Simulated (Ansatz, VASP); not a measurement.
## Bi: VASP beside Ansatz

File INCAR:

```
SYSTEM = Bi
PREC = Accurate
ENCUT = 520
EDIFF = 1E-7
ISMEAR = -1
SIGMA = 0.05
LREAL = .FALSE.
LASPH = .TRUE.
NELM = 60
ALGO = Normal
ISIF = 2
LWAVE = .FALSE.
LCHARG = .FALSE.
GGA = PE
NBANDS = 22
```

File KPOINTS:

```
Automatic mesh
0
G
  14 14 8
  0 0 0
```

The input POSCAR:

```
Bi
1.0
    3.1291587369      0.0000000000      0.0000000000
   -1.5645793684      2.7099309586      0.0000000000
    0.0000000000      0.0000000000      5.0845569652
Bi
2
Direct
    0.3333333333      0.6666666667      0.2500000000
    0.6666666667      0.3333333333      0.7500000000
```

Input for Ansatz:

```yaml
crystal:
  lattice:
    - [3.1291587369, 0.0, 0.0]
    - [-1.5645793684, 2.7099309586, 0.0]
    - [0.0, 0.0, 5.0845569652]
  atoms:
    - { symbol: Bi, position: [0.3333333333, 0.6666666667, 0.25] }
    - { symbol: Bi, position: [0.6666666667, 0.3333333333, 0.75] }
kpoints:
  mp_grid: { grid: [14, 14, 8] }
scf:
  occupations: { method: fermi_dirac, width: 0.05 }
hamiltonian:
  xc: pbe
  pseudopotentials: { kind: paw }
output:
  forces: true
  stress: true
  eigenvalues: true
  populations: true
```

Change from the starting cell: volume scaled by 0.68, PAW files.

Alike in both runs: task single point; functional PBE; k mesh 14 × 14 × 8; occupations fermi-dirac, width 0.05 eV; no spin polarisation.

```csv
,VASP,Ansatz
version,VASP 6.6.1,Ansatz 0.2.0
potentials or method,"VASP PAW PBE potentials, release 64 (Bi_d)","PAW with Ansatz's default frozen-core files, scalar-relativistic"
plane-wave cutoff (eV),520,420
valence electrons in the cell,30,30
```

```tsv
	VASP	Ansatz	Ansatz less VASP
pressure (GPa)	48.9	49.0	+0.06
traceless stress, the component that is largest in VASP (GPa)	-0.14	-0.12	+0.014
```

Both programs put the cell under a high pressure, so it lies far from rest at this level. The functional is the same, so the differences come from potentials, cutoffs and numerics.

Spin-orbit coupling is off throughout.
